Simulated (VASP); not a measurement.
# Ti2Al (Fd-3m) in VASP: notebook

Runs on Ti2Al. Level: PBE. Tasks: single point, relaxation of cell and atoms.

All numbers are computed with VASP 6.6.1; they aren't measurements. Logs are shortened: lines on timing, memory, paths and dates and some standing lists are left out, and cuts for length are marked.

## (1) The cell of the first run

It takes space group Fd-3m (No. 227, cubic). The conventional cell has a = 7.193 Å, b = 7.193 Å, c = 7.193 Å, α = 90.00°, β = 90.00°, γ = 90.00°. Within 3.4 Å of Ti (site symmetry -3m) lie 6 Ti at 2.54 Å and 6 Al at 2.98 Å. Within 3.9 Å of Al (site symmetry -43m) lie 12 Ti at 2.98 Å and 4 Al at 3.11 Å.

The cell was generated, and may not be a known phase.

## (2) Single point, PBE

Contents of INCAR:

```
PREC = Accurate ; ENCUT = 520
EDIFF = 1E-6 ; ISMEAR = 0
SIGMA = 0.1 ; LREAL = False
LASPH = True ; NELM = 80
ALGO = Fast ; ISIF = 2
LWAVE = False ; LCHARG = False
GGA = PE ; NBANDS = 36
```

Contents of KPOINTS:

```
Automatic mesh
0
Gamma
  4 4 4
```

Contents of POSCAR:

```
Ti2Al
1.0
    0.0000000000      3.5966636000      3.5966636000
    3.5966636000      0.0000000000      3.5966636000
    3.5966636000      3.5966636000      0.0000000000
Ti Al
4 2
Direct
    0.6250000000      0.6250000000      0.6250000000
    0.1250000000      0.6250000000      0.6250000000
    0.6250000000      0.1250000000      0.6250000000
    0.6250000000      0.6250000000      0.1250000000
    0.0000000000      0.0000000000      0.0000000000
    0.2500000000      0.2500000000      0.2500000000
```

Potentials or basis: VASP PAW PBE potentials, release 64 (Ti_sv, Al).

On the command line:

```console
$ cat potpaw_PBE.64/Ti_sv/POTCAR potpaw_PBE.64/Al/POTCAR > POTCAR
$ mpirun -np 1 vasp_std > vasp.out
```

OUTCAR:

```text
PREC = Accurate
   ENCUT = 520
   EDIFF = 1E-6
   ISMEAR = 0
   LREAL = False
   LASPH = True
   NELM = 80
   ISIF = 2
   GGA = PE

 ion  position               nearest neighbor table
   1  0.625  0.625  0.625-   2 2.54   3 2.54   4 2.54   4 2.54   3 2.54   2 2.54   6 2.98   5 2.98
                             6 2.98   5 2.98   6 2.98   5 2.98
   2  0.125  0.625  0.625-   1 2.54   4 2.54   3 2.54   1 2.54   3 2.54   4 2.54   5 2.98   6 2.98
                             5 2.98   5 2.98   6 2.98   6 2.98
   3  0.625  0.125  0.625-   1 2.54   4 2.54   1 2.54   2 2.54   4 2.54   2 2.54   5 2.98   6 2.98
                             5 2.98   6 2.98   6 2.98   5 2.98
   4  0.625  0.625  0.125-   1 2.54   1 2.54   2 2.54   3 2.54   3 2.54   2 2.54   6 2.98   5 2.98
                             6 2.98   5 2.98   6 2.98   5 2.98
   5  0.000  0.000  0.000-   1 2.98   3 2.98   4 2.98   1 2.98   2 2.98   4 2.98   1 2.98   2 2.98
                             3 2.98   2 2.98   3 2.98   4 2.98   6 3.11   6 3.11   6 3.11   6 3.11
   6  0.250  0.250  0.250-   2 2.98   3 2.98   4 2.98   1 2.98   2 2.98   3 2.98   1 2.98   2 2.98
                             4 2.98   1 2.98   3 2.98   4 2.98   5 3.11   5 3.11   5 3.11   5 3.11

  LATTYP: Found a face centered cubic cell.
 ALAT       =     7.1933272000

  Lattice vectors:

 A1 = (   0.0000000000,   3.5966636000,   3.5966636000)
 A2 = (   3.5966636000,   0.0000000000,   3.5966636000)
 A3 = (   3.5966636000,   3.5966636000,   0.0000000000)

Analysis of symmetry for initial positions (statically):
=====================================================================
 Subroutine PRICEL returns:
 Original cell was already a primitive cell.

 Routine SETGRP: Setting up the symmetry group for a
 face centered cubic supercell.

 Subroutine GETGRP returns: Found 48 space group operations
 (whereof 24 operations were pure point group operations)
 out of a pool of 48 trial point group operations.

The static configuration has the point symmetry T_d .
 The point group associated with its full space group is O_h .

Analysis of symmetry for dynamics (positions and initial velocities):
=====================================================================
 Subroutine PRICEL returns:
 Original cell was already a primitive cell.

 Routine SETGRP: Setting up the symmetry group for a
 face centered cubic supercell.

 Subroutine GETGRP returns: Found 48 space group operations
 (whereof 24 operations were pure point group operations)
 out of a pool of 48 trial point group operations.

The dynamic configuration has the point symmetry T_d .
 The point group associated with its full space group is O_h .

[... 89 lines left out ...]
   EDIFF  = 0.1E-05   stopping-criterion for ELM
   LREAL  =      F    real-space projection
[... 7 lines left out ...]
   TEBEG  =    0.0;   TEEND  =   0.0 temperature during run
   PSTRESS=    0.0 pullay stress
   NELECT =      54.0000    total number of electrons
   NUPDOWN=      -1.0000    fix difference up-down
   EMIN   =  10.00;   EMAX   =-10.00  energy-range for DOS
   EFERMI =   0.00;   METHOD = LEGACY
   ISMEAR =     0;   SIGMA  =   0.10  broadening in eV -4-tet -1-fermi 0-gaus
   EFERMI_NEDOS =   21; number of points for ismear=-14 and -15
   IALGO  =     68    algorithm
   IMIX   =      4    mixing-type and parameters
     AMIX     =   0.40;   BMIX     =  1.00
     AMIX_MAG =   1.60;   BMIX_MAG =  1.00
  volume/ion in A,a.u.               =      15.51       104.66
  Fermi-wavevector in a.u.,A,eV,Ry     =   1.365514  2.580448 25.369823  1.864629
  Thomas-Fermi vector in A             =   2.491736
   LORBIT       =      0    0 simple, 1 ext, 2 COOP (PROOUT), +10 PAW based schemes
   GGA     = PE    functional components
   LHFCALC =     F    Hartree Fock is set to
   AEXX    =    0.0000 exact exchange contribution
   IVDW    =     0    specifies the selected vdW correction
   LEPSILON=     F    determine dielectric tensor
   LRPA    =     F    only Hartree local field effects (RPA)
 non-spin polarized calculation
 RMM-DIIS sequential band-by-band and
 Gauss-broadening in eV      SIGMA  =   0.10
  energy-cutoff  :      520.00
  volume of cell :       93.05
 maximum number of plane-waves:      2525
 NGX is ok and might be reduce to    40
   NGX = 19   NGY = 19   NGZ = 19

 number of electron      54.0000007 magnetization

 Free energy of the ion-electron system (eV)
  ---------------------------------------------------
  ext. energy  EPLUGINS =         0.00000000
  ---------------------------------------------------
  free energy    TOTEN  =       -37.90401197 eV

  energy without entropy =      -37.85149674  energy(sigma->0) =      -37.87775436

 E-fermi :   9.0784     XC(G=0): -11.4317

 val. band max:        9.0674897983   @ k =  -0.2500   0.2500   0.0000
 cond. band min:       9.0851890528   @ k =  -0.2500   0.2500   0.0000
 fundamental gap:      0.0176992545
 Fermi energy:         9.0784424099

 k-point     1 :       0.0000    0.0000    0.0000
  band No.  band energies     occupation
      1     -47.2707      2.00000
      2     -46.9056      2.00000
      3     -46.9056      2.00000
      4     -46.9056      2.00000
      5     -24.6201      2.00000
      6     -23.8128      2.00000
[... 301 lines left out ...]
     35      11.2262      0.00000
     36      11.2262      0.00000

------------------------ aborting loop because EDIFF is reached ----------------------------------------

  FORCE on cell =-STRESS in cart. coord.  units (eV):
  Direction    XX          YY          ZZ          XY          YZ          ZX
  --------------------------------------------------------------------------------------
  -------------------------------------------------------------------------------------
  Total        5.9422942      5.9422942      5.9422942      0.0000000      0.0000000      0.0000000
  in kB      102.3140499    102.3140499    102.3140499      0.0000000      0.0000000      0.0000000
  external PRESSURE =     102.3140499 kB  Pullay stress =       0.0000000 kB

 VOLUME and BASIS-vectors are now :
 -----------------------------------------------------------------------------
  energy-cutoff  :      520.00
  volume of cell :       93.05
      direct lattice vectors                 reciprocal lattice vectors
     0.000000000  3.596663600  3.596663600    -0.139017727  0.139017727  0.139017727
     3.596663600  0.000000000  3.596663600     0.139017727 -0.139017727  0.139017727
     3.596663600  3.596663600  0.000000000     0.139017727  0.139017727 -0.139017727

 POSITION                                       TOTAL-FORCE (eV/Angst)
 -----------------------------------------------------------------------------------
      4.49583      4.49583      4.49583        -0.000000     -0.000000      0.000000
      4.49583      2.69750      2.69750        -0.000000     -0.000000      0.000000
      2.69750      4.49583      2.69750        -0.000000     -0.000000      0.000000
      2.69750      2.69750      4.49583        -0.000000     -0.000000      0.000000
      0.00000      0.00000      0.00000        -0.000000     -0.000000     -0.000000
      1.79833      1.79833      1.79833         0.000000      0.000000      0.000000
 -----------------------------------------------------------------------------------
    total drift:                                0.000000      0.000000      0.000000

  FREE ENERGIE OF THE ION-ELECTRON SYSTEM (eV)
  ---------------------------------------------------
  free  energy   TOTEN  =       -37.9040119728 eV

  energy  without entropy=      -37.8514967428  energy(sigma->0) =      -37.87775436
```

stdout:

```text
POSCAR found type information on POSCAR TiAl
 POSCAR found :  2 types and       6 ions
 scaLAPACK will be used
 LDA part: xc-table for (Slater+PW92), standard interpolation
 POSCAR, INCAR and KPOINTS ok, starting setup
 FFT: planning ... GRIDC
 FFT: planning ... GRID_SOFT
 FFT: planning ... GRID
 WAVECAR not read
 entering main loop
WARNING in EDDRMM: call to ZHEGV failed, returncode =   6  3     25
WARNING in EDDRMM: call to ZHEGV failed, returncode =   8  4      6
WARNING in EDDRMM: call to ZHEGV failed, returncode =   8  4      5
WARNING in EDDRMM: call to ZHEGV failed, returncode =   6  3     27
```

Run time: 2.7 min. Hardware: 1 thread of AMD EPYC 7R43 (Zen 3), shared host; peak memory 0.2 GiB.

Results:

```yaml
Free_energy: -37.9040 eV
Pressure: 10.2 GPa
Band_gap_on_the_k_mesh: zero (bands 27 and 28 overlap by 0.56 eV)
```

Levels at points of the mesh, in eV from the Fermi level:
```
           k point  band 25  band 26  band 27  band 28  band 29  band 30
(0.00, 0.00, 0.00)    -0.48    -0.47    -0.47     0.36     0.36     0.36
(0.50, 0.00, 0.00)    -0.65    -0.65     0.19     0.38     0.73     0.73
(0.50, 0.50, 0.00)    -0.92    -0.92     0.10     0.10     0.93     0.93
```

Caveat: the k points lie up to 0.38 Å⁻¹ apart, too coarse for converged energies and pressures of a metal.

(Continued in part 2 of 2.)

The gap in the log of VASP goes by the Fermi energy; the results here count the filled bands.